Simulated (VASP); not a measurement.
# Sr2CdP3 (P6/mmm) in VASP: further runs

Sr2CdP3 is run at these levels: PBE; tasks: single point.

Everything below comes from runs of VASP 6.6.1. Logs are shortened: lines on timing, memory, paths and dates and some standing lists are left out, and cuts for length are marked.

## 1. The cell of the first run

The structure is hexagonal, space group P6/mmm (No. 191). Conventional cell: a = 5.217 Å, b = 5.217 Å, c = 9.420 Å, α = 90.00°, β = 90.00°, γ = 120.00°. Sr (site symmetry -6m2) has 9 P at 3.01 to 3.78 Å and 3 Sr at 3.01 Å within 4.0 Å. Within 3.2 Å of Cd (site symmetry 6/mmm) lie 2 P at 2.42 Å. P (site symmetry 6mm) has 1 P at 2.29 Å and 1 Cd at 2.42 Å within 3.0 Å. P (site symmetry 6/mmm) has 2 P at 2.29 Å and 6 Sr at 3.01 Å within 3.1 Å.

The cell was built from a structure type or drawn by symmetry, and may not be a known phase.

## 2. Single point, PBE

Input file INCAR:

```
PREC = Accurate ; ENCUT = 520
EDIFF = 1E-6 ; ISMEAR = 0
SIGMA = 0.1 ; LREAL = F
LASPH = T ; NELM = 60
ALGO = Normal ; ISIF = 2
LWAVE = F ; LCHARG = F
GGA = PE ; NBANDS = 32
```

Input file KPOINTS:

```
regular mesh
0
Gamma
  6 6 4
```

Input file POSCAR:

```
Sr2CdP3
1.0
    5.2170003707      0.0000000000      0.0000000000
   -2.6085001853      4.5180548526      0.0000000000
    0.0000000000      0.0000000000      9.4195835344
Sr Cd P
2 1 3
Direct
    0.3333333333      0.6666666667      0.5000000000
    0.6666666667      0.3333333333      0.5000000000
    0.0000000000      0.0000000000      0.0000000000
    0.0000000000      0.0000000000      0.7432285673
    0.0000000000      0.0000000000      0.2567714327
    0.0000000000      0.0000000000      0.5000000000
```

Potentials or basis: VASP PAW PBE potentials, release 64 (Sr_sv, Cd, P).

On the command line:

```
$ cat potpaw_PBE.64/Sr_sv/POTCAR potpaw_PBE.64/Cd/POTCAR potpaw_PBE.64/P/POTCAR > POTCAR
$ mpirun -np 1 vasp_std > vasp.out
```

OUTCAR:

```text
PREC = Accurate
   ENCUT = 520
   EDIFF = 1E-6
   ISMEAR = 0
   LREAL = F
   LASPH = T
   NELM = 60
   ISIF = 2
   GGA = PE

 ion  position               nearest neighbor table
   1  0.333  0.667  0.500-   6 3.01   2 3.01   2 3.01   6 3.01   6 3.01   2 3.01   5 3.78   4 3.78
                             4 3.78   5 3.78   4 3.78   5 3.78
   2  0.667  0.333  0.500-   6 3.01   1 3.01   1 3.01   6 3.01   6 3.01   1 3.01   5 3.78   4 3.78
                             5 3.78   4 3.78   5 3.78   4 3.78
   3  0.000  0.000  0.000-   4 2.42   5 2.42
   4  0.000  0.000  0.743-   6 2.29   3 2.42   1 3.78   2 3.78   1 3.78   2 3.78   2 3.78   1 3.78

   5  0.000  0.000  0.257-   6 2.29   3 2.42   1 3.78   2 3.78   1 3.78   2 3.78   2 3.78   1 3.78

   6  0.000  0.000  0.500-   4 2.29   5 2.29   1 3.01   2 3.01   1 3.01   2 3.01   2 3.01   1 3.01

  LATTYP: Found a hexagonal cell.
 ALAT       =     5.2170003707
 C/A-ratio  =     1.8055554658

  Lattice vectors:

 A1 = (   5.2170003707,   0.0000000000,   0.0000000000)
 A2 = (  -2.6085001853,   4.5180548526,   0.0000000000)
 A3 = (   0.0000000000,   0.0000000000,   9.4195835344)

Analysis of symmetry for initial positions (statically):
=====================================================================
 Subroutine PRICEL returns:
 Original cell was already a primitive cell.

 Routine SETGRP: Setting up the symmetry group for a
 hexagonal supercell.

 Subroutine GETGRP returns: Found 24 space group operations
 (whereof 24 operations were pure point group operations)
 out of a pool of 24 trial point group operations.

The static configuration has the point symmetry D_6h.

Analysis of symmetry for dynamics (positions and initial velocities):
=====================================================================
 Subroutine PRICEL returns:
 Original cell was already a primitive cell.

 Routine SETGRP: Setting up the symmetry group for a
 hexagonal supercell.

 Subroutine GETGRP returns: Found 24 space group operations
 (whereof 24 operations were pure point group operations)
 out of a pool of 24 trial point group operations.

The dynamic configuration has the point symmetry D_6h.

 Subroutine INISYM returns: Found 24 space group operations
 (whereof 24 operations are pure point group operations),
 and found     1 'primitive' translations

----------------------------------------------------------------------------------------

                                     Primitive cell

  volume of cell :     222.0261

  direct lattice vectors                    reciprocal lattice vectors
     5.217000371  0.000000000  0.000000000     0.191681029  0.110667094  0.000000000
    -2.608500185  4.518054853  0.000000000     0.000000000  0.221334188  0.000000000
     0.000000000  0.000000000  9.419583534     0.000000000  0.000000000  0.106161806

  length of vectors
     5.217000371  5.217000371  9.419583534     0.221334188  0.221334188  0.106161806

  position of ions in fractional coordinates (direct lattice)
     0.333333333  0.666666667  0.500000000
     0.666666667  0.333333333  0.500000000
     0.000000000  0.000000000  0.000000000
     0.000000000  0.000000000  0.743228567
     0.000000000  0.000000000  0.256771433
     0.000000000  0.000000000  0.500000000

  ion indices of the primitive-cell ions
   primitive index   ion index
                 1           1
                 2           2
                 3           3
                 4           4
                 5           5
                 6           6

----------------------------------------------------------------------------------------

 KPOINTS: regular mesh

Automatic generation of k-mesh.
 Grid dimensions read from file:
 generate k-points for:    6    6    4

 Generating k-lattice:

  Cartesian coordinates                     Fractional coordinates (reciprocal lattice)
     0.031946838  0.018444516  0.000000000     0.166666667  0.000000000  0.000000000
     0.000000000  0.036889031  0.000000000     0.000000000  0.166666667  0.000000000
     0.000000000  0.000000000  0.026540452     0.000000000  0.000000000  0.250000000

  Length of vectors
     0.036889031  0.036889031  0.026540452

  Shift w.r.t. Gamma in fractional coordinates (k-lattice)
     0.000000000  0.000000000  0.000000000

 Subroutine IBZKPT returns following result:
 ===========================================

 Found     21 irreducible k-points:

 Following reciprocal coordinates:
            Coordinates               Weight
  0.000000  0.000000  0.000000      1.000000
  0.166667 -0.000000  0.000000      6.000000
  0.333333  0.000000  0.000000      6.000000
  0.500000  0.000000  0.000000      3.000000
  0.166667  0.166667  0.000000      6.000000
  0.333333  0.166667  0.000000     12.000000
[... 13 lines left out ...]
  0.333333  0.166667  0.500000     12.000000
  0.333333  0.333333  0.500000      2.000000
   k-points           NKPTS =     21   k-points in BZ     NKDIM =     21   number of bands    NBANDS=     32
   number of dos      NEDOS =    301   number of ions     NIONS =      6
   total plane-waves  NPLWV = 112000
   dimension x,y,z NGX =    40 NGY =   40 NGZ =   70
   dimension x,y,z NGXF=    80 NGYF=   80 NGZF=  140
   ions per type =               2   1   3
   NGX,Y,Z   is equivalent  to a cutoff of  12.75, 12.75, 12.35 a.u.
   NGXF,Y,Z  is equivalent  to a cutoff of  25.49, 25.49, 24.71 a.u.
 SYSTEM =  unknown system
   PREC   = accura    normal or accurate (medium, high low for compatibility)
   ISTART =      0    job   : 0-new  1-cont  2-samecut
   ICHARG =      2    charge: 1-file 2-atom 10-const
   ISPIN  =      1    spin polarized calculation?
   LNONCOLLINEAR =      F non collinear calculations
   LSORBIT =      F    spin-orbit coupling
   LASPH  =      T    aspherical Exc in radial PAW
   ENCUT  =  520.0 eV  38.22 Ry    6.18 a.u.   9.70  9.70 17.51*2*pi/ulx,y,z
   NELM   =     60;   NELMIN=  2; NELMDL= -5     # of ELM steps
   EDIFF  = 0.1E-05   stopping-criterion for ELM
   LREAL  =      F    real-space projection
   EDIFFG = 0.1E-04   stopping-criterion for IOM
   NSW    =      0    number of steps for IOM
   IBRION =     -1    ionic relax: 0-MD 1-quasi-New 2-CG
   NFREE  =      0    steps in history (QN), initial steepest desc. (CG)
   ISIF   =      2    stress and relaxation
   ISYM   =      2    0-nonsym 1-usesym 2-fastsym
   POTIM  = 0.5000    time-step for ionic-motion
   TEBEG  =    0.0;   TEEND  =   0.0 temperature during run
   PSTRESS=    0.0 pullay stress
   NELECT =      47.0000    total number of electrons
   NUPDOWN=      -1.0000    fix difference up-down
   EMIN   =  10.00;   EMAX   =-10.00  energy-range for DOS
   EFERMI =   0.00;   METHOD = LEGACY
   ISMEAR =     0;   SIGMA  =   0.10  broadening in eV -4-tet -1-fermi 0-gaus
   EFERMI_NEDOS =   21; number of points for ismear=-14 and -15
   IALGO  =     38    algorithm
   IMIX   =      4    mixing-type and parameters
     AMIX     =   0.40;   BMIX     =  1.00
     AMIX_MAG =   1.60;   BMIX_MAG =  1.00
  volume/ion in A,a.u.               =      37.00       249.72
  Fermi-wavevector in a.u.,A,eV,Ry     =   0.975677  1.843762 12.952008  0.951946
  Thomas-Fermi vector in A             =   2.106236
   LORBIT       =      0    0 simple, 1 ext, 2 COOP (PROOUT), +10 PAW based schemes
   GGA     = PE    functional components
   LHFCALC =     F    Hartree Fock is set to
   AEXX    =    0.0000 exact exchange contribution
   IVDW    =     0    specifies the selected vdW correction
   LEPSILON=     F    determine dielectric tensor
   LRPA    =     F    only Hartree local field effects (RPA)
 non-spin polarized calculation
 Gauss-broadening in eV      SIGMA  =   0.10
  energy-cutoff  :      520.00
  volume of cell :      222.03
 maximum number of plane-waves:      6024
 NGX is ok and might be reduce to    40
   NGX = 19   NGY = 19   NGZ = 35

 number of electron      46.9999989 magnetization

 Free energy of the ion-electron system (eV)
  ---------------------------------------------------
  ext. energy  EPLUGINS =         0.00000000
  ---------------------------------------------------
  free energy    TOTEN  =       -18.41740912 eV

  energy without entropy =      -18.39592576  energy(sigma->0) =      -18.40666744

 E-fermi :   1.4796     XC(G=0):  -7.4256

 val. band max:        1.4776486670   @ k =   0.1667   0.1667   0.2500
 cond. band min:       1.4842782100   @ k =   0.5000   0.0000   0.2500
 fundamental gap:      0.0066295430
 Fermi energy:         1.4796361993

 k-point     1 :       0.0000    0.0000    0.0000
  band No.  band energies     occupation
      1     -35.4644      2.00000
      2     -35.0538      2.00000
      3     -18.0720      2.00000
      4     -18.0720      2.00000
      5     -17.3766      2.00000
      6     -16.9606      2.00000
[... 24 lines left out ...]
     31       4.3878      0.00000
     32       5.6583      0.00000

 k-point     2 :       0.1667   -0.0000    0.0000
  band No.  band energies     occupation
      1     -35.4410      2.00000
      2     -35.0790      2.00000
      3     -18.1122      2.00000
      4     -18.0242      2.00000
      5     -17.3519      2.00000
      6     -16.9855      2.00000
[... 24 lines left out ...]
     31       4.3836      0.00000
     32       5.1729      0.00000
[... 628 lines left out ...]
     31       3.8534      0.00000
     32       4.4125      0.00000

 k-point    21 :       0.3333    0.3333    0.5000
  band No.  band energies     occupation
      1     -35.2632      2.00000
      2     -35.2632      2.00000
      3     -18.3362      2.00000
      4     -17.4647      2.00000
      5     -17.4647      2.00000
      6     -17.1689      2.00000
[... 24 lines left out ...]
     31       3.5525      0.00000
     32       4.8880      0.00000

------------------------ aborting loop because EDIFF is reached ----------------------------------------

  FORCE on cell =-STRESS in cart. coord.  units (eV):
  Direction    XX          YY          ZZ          XY          YZ          ZX
  --------------------------------------------------------------------------------------
  -------------------------------------------------------------------------------------
  Total        0.2005166      0.2005166      0.0825668      0.0000000      0.0000000      0.0000000
  in kB        1.4469609      1.4469609      0.5958161      0.0000000      0.0000000      0.0000000
  external PRESSURE =       1.1632459 kB  Pullay stress =       0.0000000 kB

 VOLUME and BASIS-vectors are now :
 -----------------------------------------------------------------------------
  energy-cutoff  :      520.00
  volume of cell :      222.03
      direct lattice vectors                 reciprocal lattice vectors
     5.217000371  0.000000000  0.000000000     0.191681029  0.110667094  0.000000000
    -2.608500185  4.518054853  0.000000000     0.000000000  0.221334188  0.000000000
     0.000000000  0.000000000  9.419583534     0.000000000  0.000000000  0.106161806

 POSITION                                       TOTAL-FORCE (eV/Angst)
 -----------------------------------------------------------------------------------
     -0.00000      3.01204      4.70979         0.000000     -0.000000      0.000000
      2.60850      1.50602      4.70979        -0.000000      0.000000      0.000000
      0.00000      0.00000      0.00000        -0.000000      0.000000      0.000000
      0.00000      0.00000      7.00090        -0.000000      0.000000     -0.077066
      0.00000      0.00000      2.41868         0.000000     -0.000000      0.077066
      0.00000      0.00000      4.70979        -0.000000      0.000000      0.000000
 -----------------------------------------------------------------------------------
    total drift:                                0.000000      0.000000      0.000000

  FREE ENERGIE OF THE ION-ELECTRON SYSTEM (eV)
  ---------------------------------------------------
  free  energy   TOTEN  =       -18.4174091199 eV

  energy  without entropy=      -18.3959257574  energy(sigma->0) =      -18.40666744
```

Wall time 97 s (1 thread of Intel Xeon 6975P-C (Granite Rapids), shared host); peak memory 0.41 GiB.

Results:

```yaml
Free_energy: -18.4174 eV
Pressure: 0.1 GPa
Largest_force: 0.077 eV/Å
Band_gap_on_the_k_mesh: zero (an odd number of electrons rules out a gap without spin polarisation)
```

Forces on the atoms (eV/Å):
```
Sr   0.000  0.000  0.000
Sr   0.000  0.000  0.000
Cd   0.000  0.000  0.000
P    0.000  0.000 -0.077
P    0.000  0.000  0.077
P    0.000  0.000  0.000
```

Levels at points of the mesh, in eV from the Fermi level:
| k point | band 20 | band 21 | band 22 | band 23 | band 24 | band 25 | band 26 | band 27 |
| --- | --- | --- | --- | --- | --- | --- | --- | --- |
| (0.00, 0.00, 0.00) | -2.52 | -1.01 | -1.01 | 0.04 | 0.04 | 0.42 | 1.37 | 1.37 |
| (0.50, 0.00, 0.00) | -2.18 | -1.70 | -1.55 | -1.01 | -0.20 | 0.18 | 1.96 | 2.23 |
| (0.00, 0.00, 0.50) | -1.25 | -1.25 | -0.68 | 0.42 | 0.44 | 0.49 | 0.49 | 1.37 |
| (0.50, 0.00, 0.50) | -2.03 | -1.74 | -0.52 | -0.52 | 0.22 | 0.37 | 0.73 | 1.79 |

## 3. Single point, PBE

This run uses another cell than the first one, of 26.23 Å³/atom.

Input file INCAR:

```
  ALGO = Normal
  EDIFF = 1E-6
  ENCUT = 520
  GGA = PE
  ISIF = 2
  ISMEAR = 0
  LASPH = T
  LCHARG = F
  LREAL = F
  LWAVE = F
  NBANDS = 32
  NELM = 60
  PREC = Accurate
  SIGMA = 0.1
```

Input file KPOINTS:

```
k-points
0
Gamma
  6 6 4
```

Input file POSCAR:

```
Sr2CdP3
1.0
    5.0132532600      0.0000000000      0.0000000000
   -2.5066266300      4.3416046800      0.0000000000
    0.0000000000      0.0000000000      7.2300722700
Sr Cd P
2 1 3
Direct
    0.3333333300      0.6666666700      0.5000000000
    0.6666666700      0.3333333300      0.5000000000
    0.0000000000      0.0000000000      0.0000000000
    0.0000000000      0.0000000000      0.7532674700
    0.0000000000      0.0000000000      0.2467325300
    0.0000000000      0.0000000000      0.5000000000
```

Potentials or basis: VASP PAW PBE potentials, release 64 (Sr_sv, Cd, P).

On the command line:

```
$ cat potpaw_PBE.64/Sr_sv/POTCAR potpaw_PBE.64/Cd/POTCAR potpaw_PBE.64/P/POTCAR > POTCAR
$ mpirun -np 1 vasp_std > vasp.out
```

Wall time 71 s (1 thread of Intel Xeon 6975P-C (Granite Rapids), shared host); peak memory 0.34 GiB.

The run converged. Its results:

```yaml
Free_energy: -5.8460 eV
Pressure: 42.0 GPa
Largest_force: 11.822 eV/Å
Band_gap_on_the_k_mesh: zero (an odd number of electrons rules out a gap without spin polarisation)
```

Forces in eV/Å, atoms in the order of the input:
```
Sr    0.000   0.000   0.000
Sr    0.000   0.000   0.000
Cd    0.000   0.000   0.000
P     0.000   0.000 -11.822
P     0.000   0.000  11.822
P     0.000   0.000   0.000
```

Stress tensor (GPa, compression positive):
```
  5.56   0.00   0.00
  0.00   5.56   0.00
  0.00   0.00 114.98
```

Levels at points of the mesh, in eV from the Fermi level:
```tsv
k point	band 22	band 23	band 24	band 25	band 26	band 27
(0.00, 0.00, 0.00)	-1.21	-1.20	-1.20	-0.01	0.69	0.69
(0.50, 0.00, 0.00)	-2.34	-1.44	-0.90	0.25	1.36	1.68
(0.00, 0.00, 0.50)	-0.39	0.56	0.66	0.66	1.16	1.16
(0.50, 0.00, 0.50)	-0.51	-0.43	0.56	1.26	1.27	1.48
```

Caveat: the cell stands under pressure; forces of over 1 eV/Å act on the atoms, so gaps and moduli don't describe the material at rest.
